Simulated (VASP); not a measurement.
# Yb (Im-3m) in VASP: single point with LDA

Aim: the single point of Yb with LDA.

Program: VASP 6.6.1. These are calculated values, not measurements. Logs are shortened: lines on timing, memory, paths and dates and some standing lists are left out, and cuts for length are marked.

**1. The cell of the first run**

It takes space group Im-3m (No. 229, cubic). Conventional cell: a = 3.886 Å, b = 3.886 Å, c = 3.886 Å, α = 90.00°, β = 90.00°, γ = 90.00°. Within 4.4 Å of Yb (site symmetry m-3m) lie 14 Yb at 3.37 to 3.89 Å.

This isn't the form of Yb at room conditions, which is fcc.

**2. Single point, LDA**

The input, INCAR:

```
SYSTEM = Yb
PREC     = Accurate       ! precision mode
ENCUT    = 520            ! plane-wave cutoff, eV
EDIFF    = 1E-6           ! SCF threshold, eV
ISMEAR   = -1             ! smearing method
SIGMA    = 0.13605693000000002 ! smearing width, eV
LREAL    = .FALSE.        ! projectors in reciprocal space
LASPH    = .TRUE.         ! aspherical terms in the spheres
NELM     = 100            ! most SCF steps
ALGO     = Normal         ! electronic algorithm
ISIF     = 2              ! what is computed and relaxed
LWAVE    = .FALSE.        ! write WAVECAR
LCHARG   = .TRUE.         ! write CHGCAR
GGA      = CA             ! functional
LELF     = .TRUE.         ! ELF
LVHAR    = .TRUE.       
NBANDS   = 18             ! bands
```

The input, KPOINTS:

```
regular mesh
0
G
  12 12 12
  0 0 0
```

The input, POSCAR:

```
Yb
1.0
   -1.9429065088      1.9429065088      1.9429065088
    1.9429065088     -1.9429065088      1.9429065088
    1.9429065088      1.9429065088     -1.9429065088
Yb
1
Direct
    0.0000000000      0.0000000000      0.0000000000
```

Potentials or basis: VASP PAW PBE potentials, release 64 (Yb).

Run with:

```bash
> cat potpaw_PBE.64/Yb/POTCAR > POTCAR
> mpirun -np 1 vasp_std > vasp.out
```

OUTCAR:

```text
SYSTEM = Yb
   PREC = Accurate
   ENCUT = 520
   EDIFF = 1E-6
   ISMEAR = -1
   LREAL = .FALSE.
   LASPH = .TRUE.
   NELM = 100
   ISIF = 2
   GGA = CA

 ion  position               nearest neighbor table
   1  0.000  0.000  0.000-

  LATTYP: Found a body centered cubic cell.
 ALAT       =     3.8858130176

  Lattice vectors:

 A1 = (  -1.9429065088,   1.9429065088,   1.9429065088)
 A2 = (   1.9429065088,  -1.9429065088,   1.9429065088)
 A3 = (   1.9429065088,   1.9429065088,  -1.9429065088)

Analysis of symmetry for initial positions (statically):
=====================================================================
 Subroutine PRICEL returns:
 Original cell was already a primitive cell.

 Routine SETGRP: Setting up the symmetry group for a
 body centered cubic supercell.

 Subroutine GETGRP returns: Found 48 space group operations
 (whereof 48 operations were pure point group operations)
 out of a pool of 48 trial point group operations.

The static configuration has the point symmetry O_h .

Analysis of symmetry for dynamics (positions and initial velocities):
=====================================================================
 Subroutine PRICEL returns:
 Original cell was already a primitive cell.

 Routine SETGRP: Setting up the symmetry group for a
 body centered cubic supercell.

 Subroutine GETGRP returns: Found 48 space group operations
 (whereof 48 operations were pure point group operations)
 out of a pool of 48 trial point group operations.

The dynamic configuration has the point symmetry O_h .

 Subroutine INISYM returns: Found 48 space group operations
 (whereof 48 operations are pure point group operations),
 and found     1 'primitive' translations

----------------------------------------------------------------------------------------

                                     Primitive cell

  volume of cell :      29.3370

  direct lattice vectors                    reciprocal lattice vectors
    -1.942906509  1.942906509  1.942906509     0.000000000  0.257346402  0.257346402
     1.942906509 -1.942906509  1.942906509     0.257346402  0.000000000  0.257346402
     1.942906509  1.942906509 -1.942906509     0.257346402  0.257346402  0.000000000

  length of vectors
     3.365212788  3.365212788  3.365212788     0.363942772  0.363942772  0.363942772

  position of ions in fractional coordinates (direct lattice)
     0.000000000  0.000000000  0.000000000

  ion indices of the primitive-cell ions
   primitive index   ion index
                 1           1

----------------------------------------------------------------------------------------

 KPOINTS: regular mesh

Automatic generation of k-mesh.
 Grid dimensions read from file:
 generate k-points for:   12   12   12

 Generating k-lattice:

  Cartesian coordinates                     Fractional coordinates (reciprocal lattice)
     0.000000000  0.021445534  0.021445534     0.083333333  0.000000000  0.000000000
     0.021445534  0.000000000  0.021445534     0.000000000  0.083333333  0.000000000
     0.021445534  0.021445534  0.000000000     0.000000000  0.000000000  0.083333333

  Length of vectors
     0.030328564  0.030328564  0.030328564

  Shift w.r.t. Gamma in fractional coordinates (k-lattice)
     0.000000000  0.000000000  0.000000000

 Subroutine IBZKPT returns following result:
 ===========================================

 Found     72 irreducible k-points:

 Following reciprocal coordinates:
            Coordinates               Weight
  0.000000  0.000000  0.000000      1.000000
  0.083333  0.000000  0.000000     12.000000
  0.166667  0.000000  0.000000     12.000000
  0.250000  0.000000  0.000000     12.000000
  0.333333  0.000000  0.000000     12.000000
  0.416667  0.000000  0.000000     12.000000
[... 16 lines left out ...]
  0.333333  0.083333  0.083333     24.000000
  0.416667  0.083333  0.083333     12.000000
 [... further k-points ...]
   k-points           NKPTS =     72   k-points in BZ     NKDIM =     72   number of bands    NBANDS=     18
   number of dos      NEDOS =    301   number of ions     NIONS =      1
   total plane-waves  NPLWV =  21952
   dimension x,y,z NGX =    28 NGY =   28 NGZ =   28
   dimension x,y,z NGXF=    56 NGYF=   56 NGZF=   56
   ions per type =               1
   NGX,Y,Z   is equivalent  to a cutoff of  13.83, 13.83, 13.83 a.u.
   NGXF,Y,Z  is equivalent  to a cutoff of  27.66, 27.66, 27.66 a.u.
 SYSTEM =  Yb
   PREC   = accura    normal or accurate (medium, high low for compatibility)
   ISTART =      0    job   : 0-new  1-cont  2-samecut
   ICHARG =      2    charge: 1-file 2-atom 10-const
   ISPIN  =      1    spin polarized calculation?
   LNONCOLLINEAR =      F non collinear calculations
   LSORBIT =      F    spin-orbit coupling
   LASPH  =      T    aspherical Exc in radial PAW
   ENCUT  =  520.0 eV  38.22 Ry    6.18 a.u.   6.26  6.26  6.26*2*pi/ulx,y,z
   NELM   =    100;   NELMIN=  2; NELMDL= -5     # of ELM steps
   EDIFF  = 0.1E-05   stopping-criterion for ELM
   LREAL  =      F    real-space projection
   EDIFFG = 0.1E-04   stopping-criterion for IOM
   NSW    =      0    number of steps for IOM
   IBRION =     -1    ionic relax: 0-MD 1-quasi-New 2-CG
   NFREE  =      0    steps in history (QN), initial steepest desc. (CG)
   ISIF   =      2    stress and relaxation
   ISYM   =      2    0-nonsym 1-usesym 2-fastsym
   POTIM  = 0.5000    time-step for ionic-motion
   TEBEG  =    0.0;   TEEND  =   0.0 temperature during run
   PSTRESS=    0.0 pullay stress
   NELECT =      24.0000    total number of electrons
   NUPDOWN=      -1.0000    fix difference up-down
   EMIN   =  10.00;   EMAX   =-10.00  energy-range for DOS
   EFERMI =   0.00;   METHOD = LEGACY
   ISMEAR =    -1;   SIGMA  =   0.14  broadening in eV -4-tet -1-fermi 0-gaus
   EFERMI_NEDOS =   21; number of points for ismear=-14 and -15
   IALGO  =     38    algorithm
   IMIX   =      4    mixing-type and parameters
     AMIX     =   0.40;   BMIX     =  1.00
     AMIX_MAG =   1.60;   BMIX_MAG =  1.00
  volume/ion in A,a.u.               =      29.34       197.98
  Fermi-wavevector in a.u.,A,eV,Ry     =   1.531111  2.893380 31.896150  2.344301
  Thomas-Fermi vector in A             =   2.638501
   LORBIT       =      0    0 simple, 1 ext, 2 COOP (PROOUT), +10 PAW based schemes
   GGA     = CA    functional components
   LHFCALC =     F    Hartree Fock is set to
   AEXX    =    0.0000 exact exchange contribution
   IVDW    =     0    specifies the selected vdW correction
   LEPSILON=     F    determine dielectric tensor
   LRPA    =     F    only Hartree local field effects (RPA)
 non-spin polarized calculation
  energy-cutoff  :      520.00
  volume of cell :       29.34
 maximum number of plane-waves:       803
 NGX is ok and might be reduce to    28
   NGX = 13   NGY = 13   NGZ = 13

 number of electron      24.0000011 magnetization

 Free energy of the ion-electron system (eV)
  ---------------------------------------------------
  ext. energy  EPLUGINS =         0.00000000
  ---------------------------------------------------
  free energy    TOTEN  =        -4.26436365 eV

  energy without entropy =       -4.12705339  energy(sigma->0) =       -4.19570852

 E-fermi :   1.9732     XC(G=0): -10.7314

 val. band max:        1.9549075703   @ k =   0.3333   0.3333   0.0000
 cond. band min:       2.0048874833   @ k =   0.5000   0.5000   0.2500
 fundamental gap:      0.0499799130
 Fermi energy:         1.9731542060

 k-point     1 :       0.0000    0.0000    0.0000
  band No.  band energies     occupation
      1     -49.4786      2.00000
      2     -21.6529      2.00000
      3     -21.6529      2.00000
      4     -21.6529      2.00000
      5      -3.5969      2.00000
      6       1.2031      1.99306
[... 10 lines left out ...]
     17       7.2225      0.00000
     18      13.9332      0.00000

 k-point     2 :       0.0833    0.0000    0.0000
  band No.  band energies     occupation
      1     -49.4754      2.00000
      2     -21.7010      2.00000
      3     -21.6676      2.00000
      4     -21.6531      2.00000
      5      -3.3835      2.00000
      6       1.2035      1.99304
[... 10 lines left out ...]
     17       7.2220      0.00000
     18      14.1565      0.00000

 k-point     3 :       0.1667    0.0000    0.0000
  band No.  band energies     occupation
      1     -49.4667      2.00000
      2     -21.8300      2.00000
      3     -21.7076      2.00000
      4     -21.6538      2.00000
      5      -2.7784      2.00000
      6       1.2058      1.99292
[... 10 lines left out ...]
     17       7.2536      0.00000
     18      14.5542      0.00000

 k-point     4 :       0.2500    0.0000    0.0000
  band No.  band energies     occupation
      1     -49.4548      2.00000
      2     -22.0003      2.00000
      3     -21.7617      2.00000
      4     -21.6549      2.00000
      5      -1.8926      2.00000
      6       1.2145      1.99245
[... 10 lines left out ...]
     17       7.3798      0.00000
     18      14.1159      0.00000

 k-point     5 :       0.3333    0.0000    0.0000
  band No.  band energies     occupation
      1     -49.4429      2.00000
      2     -22.1644      2.00000
      3     -21.8152      2.00000
      4     -21.6560      2.00000
      5      -0.9406      2.00000
      6       1.2171      1.99231
[... 10 lines left out ...]
     17       8.1495      0.00000
     18      12.9178      0.00000

 k-point     6 :       0.4167    0.0000    0.0000
  band No.  band energies     occupation
      1     -49.4342      2.00000
      2     -22.2810      2.00000
      3     -21.8539      2.00000
      4     -21.6568      2.00000
      5      -0.2524      2.00000
      6       1.2137      1.99250
[... 307 lines left out ...]
 k-point    21 :       0.1667    0.0833    0.0833
  band No.  band energies     occupation
      1     -49.4513      2.00000
      2     -22.0492      2.00000
      3     -21.7472      2.00000
      4     -21.6917      2.00000
      5      -1.5348      2.00000
      6       1.2237      1.99193
[... 10 lines left out ...]
     17       7.4848      0.00000
     18      14.7533      0.00000

 k-point    22 :       0.2500    0.0833    0.0833
  band No.  band energies     occupation
      1     -49.4408      2.00000
      2     -22.1687      2.00000
      3     -21.8195      2.00000
      4     -21.6963      2.00000
      5      -0.5685      2.00000
      6       1.2289      1.99161
[... 10 lines left out ...]
     17       8.7263      0.00000
     18      12.7200      0.00000

 k-point    23 :       0.3333    0.0833    0.0833
  band No.  band energies     occupation
      1     -49.4331      2.00000
      2     -22.2494      2.00000
      3     -21.8767      2.00000
      4     -21.6997      2.00000
      5       0.1607      2.00000
      6       1.2262      1.99178
[... 10 lines left out ...]
     17       9.8937      0.00000
     18      11.3163      0.00000

 k-point    24 :       0.4167    0.0833    0.0833
  band No.  band energies     occupation
      1     -49.4302      2.00000
      2     -22.2779      2.00000
      3     -21.8983      2.00000
      4     -21.7010      2.00000
      5       0.3967      1.99998
      6       1.2246      1.99187
[... 10 lines left out ...]
     17      10.4532      0.00000
     18      10.8543      0.00000

 [... further k-points ...]

------------------------ aborting loop because EDIFF is reached ----------------------------------------

  FORCE on cell =-STRESS in cart. coord.  units (eV):
  Direction    XX          YY          ZZ          XY          YZ          ZX
  --------------------------------------------------------------------------------------
  -------------------------------------------------------------------------------------
  Total       -0.0567284     -0.0567284     -0.0567284      0.0000000      0.0000000      0.0000000
  in kB       -3.0980985     -3.0980985     -3.0980985      0.0000000      0.0000000      0.0000000
  external PRESSURE =      -3.0980985 kB  Pullay stress =       0.0000000 kB

 VOLUME and BASIS-vectors are now :
 -----------------------------------------------------------------------------
  energy-cutoff  :      520.00
  volume of cell :       29.34
      direct lattice vectors                 reciprocal lattice vectors
    -1.942906509  1.942906509  1.942906509     0.000000000  0.257346402  0.257346402
     1.942906509 -1.942906509  1.942906509     0.257346402  0.000000000  0.257346402
     1.942906509  1.942906509 -1.942906509     0.257346402  0.257346402  0.000000000

 POSITION                                       TOTAL-FORCE (eV/Angst)
 -----------------------------------------------------------------------------------
      0.00000      0.00000      0.00000        -0.000000      0.000000     -0.000000
 -----------------------------------------------------------------------------------
    total drift:                                0.000000     -0.000000     -0.000000

  FREE ENERGIE OF THE ION-ELECTRON SYSTEM (eV)
  ---------------------------------------------------
  free  energy   TOTEN  =        -4.2643636532 eV

  energy  without entropy=       -4.1270533883  energy(sigma->0) =       -4.19570852
```

It took 2 min on 1 thread of Intel Xeon 8259CL, shared host; peak memory 0.18 GiB.

Results:

| Quantity | Value |
| --- | --- |
| Free energy | -4.2644 eV |
| Pressure | -0.3 GPa |
| Band gap on the k mesh | zero (bands 12 and 13 overlap by 1.02 eV) |

Caveat: the PAW data sets were made with another functional, which shifts forces and pressure a little; spin-orbit coupling is left out, which moves the levels of the heavy elements. Spin polarisation is off, so any magnetic state and its effect on volume and gap are missing.

The gap in the log of VASP goes by the Fermi energy; the results here count the filled bands.